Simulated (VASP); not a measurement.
# WC (WC type) (P-6m2) in VASP: relaxation of cell and atoms with PBE

Aim: the relaxation of cell and atoms of WC (WC type) with PBE.

Everything below comes from runs of VASP 6.6.1. Logs are shortened: lines on timing, memory, paths and dates and some standing lists are left out, and cuts for length are marked.

## (1) The cell of the first run

Symmetry: P-6m2, No. 187, hexagonal system. Conventional cell: a = 2.915 Å, b = 2.915 Å, c = 2.856 Å, α = 90.00°, β = 90.00°, γ = 120.00°. Within 3.0 Å of W (site symmetry -6m2) lie 6 C at 2.21 Å and 8 W at 2.86 to 2.91 Å. Within 3.0 Å of C (site symmetry -6m2) lie 6 W at 2.21 Å and 8 C at 2.86 to 2.91 Å.

## (2) Relaxation of cell and atoms, PBE, target pressure -0.037 GPa, at which the enthalpy is minimised

INCAR

```
SYSTEM = WC
ALGO = Normal ; EDIFF = 1E-6
EDIFFG = -0.005 ; ENCUT = 600
GGA = PE ; IBRION = 2
ISIF = 3 ; ISMEAR = -1
LASPH = .TRUE. ; LCHARG = .FALSE.
LREAL = .FALSE. ; LWAVE = .FALSE.
NELM = 80 ; NSW = 60
PREC = Accurate ; PSTRESS = -0.37
SIGMA = 0.08
```

KPOINTS

```
k-points
0
G
  15 15 14
  0 0 0
```

POSCAR

```
WC
1.0
    2.9145173936      0.0000000000      0.0000000000
   -1.4572586968      2.5240461027      0.0000000000
    0.0000000000      0.0000000000      2.8562270458
W C
1 1
Direct
    0.0000000000      0.0000000000      0.0000000000
    0.3333333333      0.6666666667      0.5000000000
```

Potentials or basis: VASP PAW PBE potentials, release 64 (W_sv, C).

Started as:

```bash
$ cat potpaw_PBE.64/W_sv/POTCAR potpaw_PBE.64/C/POTCAR > POTCAR
$ mpirun -np 1 vasp_std > vasp.out
```

OUTCAR:

```text
SYSTEM = WC
   EDIFF = 1E-6
   EDIFFG = -0.005
   ENCUT = 600
   GGA = PE
   IBRION = 2
   ISIF = 3
   ISMEAR = -1
   LASPH = .TRUE.
   LREAL = .FALSE.
   NELM = 80
   NSW = 60
   PREC = Accurate
   PSTRESS = -0.37

 ion  position               nearest neighbor table
   1  0.000  0.000  0.000-   2 2.21   2 2.21   2 2.21   2 2.21   2 2.21   2 2.21
   2  0.333  0.667  0.500-   1 2.21   1 2.21   1 2.21   1 2.21   1 2.21   1 2.21

  LATTYP: Found a hexagonal cell.
 ALAT       =     2.9145173936
 C/A-ratio  =     0.9800000000

  Lattice vectors:

 A1 = (   2.9145173936,   0.0000000000,   0.0000000000)
 A2 = (  -1.4572586968,   2.5240461027,   0.0000000000)
 A3 = (   0.0000000000,   0.0000000000,   2.8562270458)

Analysis of symmetry for initial positions (statically):
=====================================================================
 Subroutine PRICEL returns:
 Original cell was already a primitive cell.

 Routine SETGRP: Setting up the symmetry group for a
 hexagonal supercell.

 Subroutine GETGRP returns: Found 12 space group operations
 (whereof 12 operations were pure point group operations)
 out of a pool of 24 trial point group operations.

The static configuration has the point symmetry D_3h.

Analysis of symmetry for dynamics (positions and initial velocities):
=====================================================================
 Subroutine PRICEL returns:
 Original cell was already a primitive cell.

 Routine SETGRP: Setting up the symmetry group for a
 hexagonal supercell.

 Subroutine GETGRP returns: Found 12 space group operations
 (whereof 12 operations were pure point group operations)
 out of a pool of 24 trial point group operations.

The dynamic configuration has the point symmetry D_3h.

 Subroutine INISYM returns: Found 12 space group operations
 (whereof 12 operations are pure point group operations),
 and found     1 'primitive' translations

----------------------------------------------------------------------------------------

                                     Primitive cell

  volume of cell :      21.0115

  direct lattice vectors                    reciprocal lattice vectors
     2.914517394  0.000000000  0.000000000     0.343109978  0.198094638  0.000000000
    -1.457258697  2.524046103  0.000000000     0.000000000  0.396189277  0.000000000
     0.000000000  0.000000000  2.856227046     0.000000000  0.000000000  0.350112223

  length of vectors
     2.914517394  2.914517394  2.856227046     0.396189277  0.396189277  0.350112223

  position of ions in fractional coordinates (direct lattice)
     0.000000000  0.000000000  0.000000000
     0.333333333  0.666666667  0.500000000

  ion indices of the primitive-cell ions
   primitive index   ion index
                 1           1
                 2           2

----------------------------------------------------------------------------------------

 KPOINTS: k-points

Automatic generation of k-mesh.
 Grid dimensions read from file:
 generate k-points for:   15   15   14

 Generating k-lattice:

  Cartesian coordinates                     Fractional coordinates (reciprocal lattice)
     0.022873999  0.013206309  0.000000000     0.066666667 -0.000000000  0.000000000
     0.000000000  0.026412618  0.000000000     0.000000000  0.066666667  0.000000000
     0.000000000  0.000000000  0.025008016     0.000000000  0.000000000  0.071428571

  Length of vectors
     0.026412618  0.026412618  0.025008016

  Shift w.r.t. Gamma in fractional coordinates (k-lattice)
     0.000000000  0.000000000  0.000000000

 Subroutine IBZKPT returns following result:
 ===========================================

 Found    216 irreducible k-points:

 Following reciprocal coordinates:
            Coordinates               Weight
  0.000000  0.000000  0.000000      1.000000
  0.066667 -0.000000  0.000000      6.000000
  0.133333  0.000000  0.000000      6.000000
  0.200000 -0.000000  0.000000      6.000000
  0.266667  0.000000  0.000000      6.000000
  0.333333 -0.000000  0.000000      6.000000
[... 16 lines left out ...]
  0.333333  0.200000  0.000000     12.000000
  0.400000  0.200000  0.000000      6.000000
 [... further k-points ...]
   k-points           NKPTS =    216   k-points in BZ     NKDIM =    216   number of bands    NBANDS=     13
   number of dos      NEDOS =    301   number of ions     NIONS =      2
   total plane-waves  NPLWV =  13824
   dimension x,y,z NGX =    24 NGY =   24 NGZ =   24
   dimension x,y,z NGXF=    48 NGYF=   48 NGZF=   48
   ions per type =               1   1
   NGX,Y,Z   is equivalent  to a cutoff of  13.69, 13.69, 13.97 a.u.
   NGXF,Y,Z  is equivalent  to a cutoff of  27.38, 27.38, 27.94 a.u.
 SYSTEM =  WC
   PREC   = accura    normal or accurate (medium, high low for compatibility)
   ISTART =      0    job   : 0-new  1-cont  2-samecut
   ICHARG =      2    charge: 1-file 2-atom 10-const
   ISPIN  =      1    spin polarized calculation?
   LNONCOLLINEAR =      F non collinear calculations
   LSORBIT =      F    spin-orbit coupling
   LASPH  =      T    aspherical Exc in radial PAW
   ENCUT  =  600.0 eV  44.10 Ry    6.64 a.u.   5.82  5.82  5.70*2*pi/ulx,y,z
   NELM   =     80;   NELMIN=  2; NELMDL= -5     # of ELM steps
   EDIFF  = 0.1E-05   stopping-criterion for ELM
   LREAL  =      F    real-space projection
   EDIFFG = -.5E-02   stopping-criterion for IOM
   NSW    =     60    number of steps for IOM
   IBRION =      2    ionic relax: 0-MD 1-quasi-New 2-CG
   NFREE  =      1    steps in history (QN), initial steepest desc. (CG)
   ISIF   =      3    stress and relaxation
   ISYM   =      2    0-nonsym 1-usesym 2-fastsym
   POTIM  = 0.5000    time-step for ionic-motion
   TEBEG  =    0.0;   TEEND  =   0.0 temperature during run
   PSTRESS=   -0.4 pullay stress
   NELECT =      18.0000    total number of electrons
   NUPDOWN=      -1.0000    fix difference up-down
   EMIN   =  10.00;   EMAX   =-10.00  energy-range for DOS
   EFERMI =   0.00;   METHOD = LEGACY
   ISMEAR =    -1;   SIGMA  =   0.08  broadening in eV -4-tet -1-fermi 0-gaus
   EFERMI_NEDOS =   21; number of points for ismear=-14 and -15
   IALGO  =     38    algorithm
   IMIX   =      4    mixing-type and parameters
     AMIX     =   0.40;   BMIX     =  1.00
     AMIX_MAG =   1.60;   BMIX_MAG =  1.00
  volume/ion in A,a.u.               =      10.51        70.90
  Fermi-wavevector in a.u.,A,eV,Ry     =   1.554820  2.938184 32.891610  2.417465
  Thomas-Fermi vector in A             =   2.658851
   LORBIT       =      0    0 simple, 1 ext, 2 COOP (PROOUT), +10 PAW based schemes
   GGA     = PE    functional components
   LHFCALC =     F    Hartree Fock is set to
   AEXX    =    0.0000 exact exchange contribution
   IVDW    =     0    specifies the selected vdW correction
   LEPSILON=     F    determine dielectric tensor
   LRPA    =     F    only Hartree local field effects (RPA)
 conjugate gradient relaxation of ions
 non-spin polarized calculation
  energy-cutoff  :      600.00
  volume of cell :       21.01
 maximum number of plane-waves:       717
 NGX is ok and might be reduce to    24
   NGX = 11   NGY = 11   NGZ = 11

--------------------------------------- Ionic step        1  -------------------------------------------

 number of electron      17.9999999 magnetization

 Free energy of the ion-electron system (eV)
  ---------------------------------------------------
  ext. energy  EPLUGINS =         0.00000000
  ---------------------------------------------------
  free energy    TOTEN  =       -22.45205912 eV

  energy without entropy =      -22.44601635  energy(sigma->0) =      -22.44903773

------------------------ aborting loop because EDIFF is reached ----------------------------------------

  FORCE on cell =-STRESS in cart. coord.  units (eV):
  Direction    XX          YY          ZZ          XY          YZ          ZX
  --------------------------------------------------------------------------------------
  -------------------------------------------------------------------------------------
  Total        0.3609894      0.3609894     -0.1559738      0.0000000     -0.0000000      0.0000000
  in kB       27.5263316     27.5263316    -11.8933851      0.0000000     -0.0000000      0.0000000
  external PRESSURE =      14.7564260 kB  Pullay stress =      -0.3700000 kB
[... 137 lines left out ...]
  enthalpy is  TOTEN    =       -22.4581149940 eV   P V=       -0.0048639367

--------------------------------------- Ionic step        5  -------------------------------------------

 number of electron      18.0000000 magnetization

 Free energy of the ion-electron system (eV)
  ---------------------------------------------------
  ext. energy  EPLUGINS =         0.00000000
  ---------------------------------------------------
  free energy    TOTEN  =       -22.45347173 eV

  energy without entropy =      -22.44730216  energy(sigma->0) =      -22.45038695

 E-fermi :  10.8269     XC(G=0): -13.7057

 val. band max:       10.8157160643   @ k =   0.0667   0.0667   0.3571
 cond. band min:      10.8460146994   @ k =   0.1333   0.0000   0.4286
 fundamental gap:      0.0302986352
 Fermi energy:        10.8268946484

 k-point     1 :       0.0000    0.0000    0.0000
  band No.  band energies     occupation
      1     -63.1988      2.00000
      2     -27.1755      2.00000
      3     -27.0857      2.00000
      4     -27.0857      2.00000
      5      -3.4823      2.00000
      6       6.6248      2.00000
      7       7.5648      2.00000
      8       7.5648      2.00000
      9      10.9408      0.38812
     10      14.0005      0.00000
     11      14.0005      0.00000
     12      16.3767      0.00000
     13      16.3767      0.00000
[... 353 lines left out ...]
 k-point    24 :       0.4000    0.2000    0.0000
  band No.  band energies     occupation
      1     -63.1412      2.00000
      2     -27.7584      2.00000
      3     -27.4327      2.00000
      4     -27.0640      2.00000
      5       0.2462      2.00000
      6       4.1419      2.00000
      7       6.8418      2.00000
      8       7.4303      2.00000
      9      10.8662      0.75928
     10      11.9296      0.00000
     11      13.6595      0.00000
     12      14.7858      0.00000
     13      19.2056      0.00000

 [... further k-points ...]

------------------------ aborting loop because EDIFF is reached ----------------------------------------

  FORCE on cell =-STRESS in cart. coord.  units (eV):
  Direction    XX          YY          ZZ          XY          YZ          ZX
  --------------------------------------------------------------------------------------
  -------------------------------------------------------------------------------------
  Total       -0.0042513     -0.0042513     -0.0029584      0.0000000      0.0000000      0.0000000
  in kB       -0.3227470     -0.3227470     -0.2245905      0.0000000      0.0000000      0.0000000
  external PRESSURE =       0.0799718 kB  Pullay stress =      -0.3700000 kB
[... 17 lines left out ...]
  FREE ENERGIE OF THE ION-ELECTRON SYSTEM (eV)
  ---------------------------------------------------
  free  energy   TOTEN  =       -22.4534717305 eV

  energy  without entropy=      -22.4473021647  energy(sigma->0) =      -22.45038695

  enthalpy is  TOTEN    =       -22.4583454870 eV   P V=       -0.0048737565

 reached required accuracy - stopping structural energy minimisation
```

Run time: 2.8 min. Hardware: 1 thread of Intel Xeon 8259CL, shared host; peak memory 0.21 GiB.

What came out:

- Free energy: -22.4535 eV
- Relaxed volume: 10.55 Å³/atom
- Relaxed cell: a = 2.925 Å, b = 2.925 Å, c = 2.849 Å, α = 90.00°, β = 90.00°, γ = 120.00°
- Space group after relaxing (to 0.1 Å): P-6m2 (No. 187)
- Energy change on relaxing (the run minimises the enthalpy): -0.7 meV/atom
- Ionic steps: 5
- Pressure after relaxing: 0.0 GPa
- Band gap on the k mesh: zero (bands 9 and 10 overlap by 1.19 eV)

The path:
```tsv
step	energy change (eV)	largest force (eV/Å)	pressure (GPa)	volume (Å³)
1	0.0000	0.0000	1.44	21.01
2	0.0019	0.0000	-3.36	21.31
3	-0.0013	0.0000	-0.50	21.13
4	-0.0012	0.0000	0.80	21.06
5	-0.0014	0.0000	-0.03	21.10
```

Final structure:
```yaml
crystal:
  lattice:
    - [2.92456, 0.00000, 0.00000]
    - [-1.46228, 2.53274, 0.00000]
    - [0.00000, 0.00000, 2.84919]
  atoms:
    - { symbol: W, position: [0.00000, 0.00000, 0.00000] }
    - { symbol: C, position: [0.33333, 0.66667, 0.50000] }
```

Levels at points of the mesh, in eV from the Fermi level:
```csv
k point,band 7,band 8,band 9,band 10,band 11,band 12
"(0.00, 0.00, 0.00)",-3.26,-3.26,0.11,3.17,3.17,5.55
"(0.00, 0.00, 0.50)",-1.97,-1.97,-0.55,-0.55,3.64,4.48
```

Caveat: the cell is relaxed towards a set pressure, so the run minimises the enthalpy, not the energy; spin-orbit coupling is left out, which moves the levels of the heavy elements.

The gap in the log of VASP goes by the Fermi energy; the results here count the filled bands.